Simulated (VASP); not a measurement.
Set up this calculation in VASP 6.6.1, as the native input.

| Quantity | Value |
| --- | --- |
| Task | single point |
| Functional | PBEsol |
| Potentials or basis | VASP PAW PBE potentials, release 64 (Pd, Zn, O) |
| Cutoff | 520 eV |
| k mesh | 3 × 3 × 3 |
| Occupations | gaussian, width 0.05 eV |
| Spin | collinear spin, zero start |
| Starting moments | [0.0, 0.0, 0.0, 0.0, 0.0, 0.0, 0.0, 0.0, 0.0, 0.0, 0.0, 0.0, 0.0, 0.0, 0.0, 0.0] μB |
| Fixed moment | 0 μB |
| Hubbard terms | Pd d U = 2.0 eV |
| Dipole correction | no |
| Further INCAR settings | LREAL = Auto; ALGO = Normal; EDIFF = 1e-07; NBANDS = 89 |

The structure of Zn7PdO8 lies in POSCAR:

```
Zn7PdO8
1.0
    6.4988000000      0.0000000000      0.0000000000
   -3.2494000000      5.6281259000      0.0000000000
    0.0000000000      0.0000000000      5.2038000000
Pd Zn O
1 7 8
Direct
    0.1666666667      0.3333333333      0.0055080751
    0.1625697746      0.8312848873      0.0021773686
    0.6687151127      0.3374302254      0.0021773686
    0.6687151127      0.8312848873      0.0021773686
    0.3364086065      0.1635913935      0.4987452301
    0.3364086065      0.6728172130      0.4987452301
    0.8271827870      0.1635913935      0.4987452301
    0.8333333333      0.6666666667      0.5005415688
    0.1666666667      0.3333333333      0.4101812877
    0.1645051593      0.8322525797      0.3793578361
    0.6677474203      0.3354948407      0.3793578361
    0.6677474203      0.8322525797      0.3793578361
    0.3467667830      0.1532332170      0.8734159128
    0.3467667830      0.6935335660      0.8734159128
    0.8064664340      0.1532332170      0.8734159128
    0.8333333333      0.6666666667      0.8794800252
```

One way to write it, as run:

INCAR

```
ALGO = Normal
EDIFF = 1E-7
ENCUT = 520
GGA = PS
ISIF = 2
ISMEAR = 0
ISPIN = 2
LASPH = T
LCHARG = F
LDAU = T
LDAUJ = 0 0 0
LDAUL = 2 -1 -1
LDAUPRINT = 1
LDAUTYPE = 2
LDAUU = 2 0 0
LMAXMIX = 4
LORBIT = 11
LREAL = Auto
LWAVE = F
MAGMOM = 0 0 0 0 0 0 0 0 0 0 0 0 0 0 0 0
NBANDS = 89
NELM = 150
NUPDOWN = 0.0
PREC = Accurate
SIGMA = 0.05
```

KPOINTS

```
k-points
0
Gamma
  3 3 3
```

Potentials or basis: VASP PAW PBE potentials, release 64 (Pd, Zn, O).

Run with:

```console
$ cat potpaw_PBE.64/Pd/POTCAR potpaw_PBE.64/Zn/POTCAR potpaw_PBE.64/O/POTCAR > POTCAR
$ mpirun -np 1 vasp_std > vasp.out
```

Results of the run:

```yaml
Pressure: 2.9 GPa
Largest_force: 0.679 eV/Å
Net_moment: 0.00 μB per cell
Valence_electrons_inside_the_program's_atomic_spheres: Pd 9.37; Zn 10.91, 10.88 (each value once); O 4.95, 4.99, 4.96 (each value once)
```

Caveat: the k points lie up to 0.40 Å⁻¹ apart; the PAW data sets were made with another functional, which shifts forces and pressure a little; the total moment is fixed, so each spin has its own Fermi level.

It took 10 min on 1 thread of Intel(R) Xeon(R) Platinum 8259CL CPU @ 2.50GHz (Skylake/Cascade Lake), with other jobs on the host, peak memory 0.45 GiB.
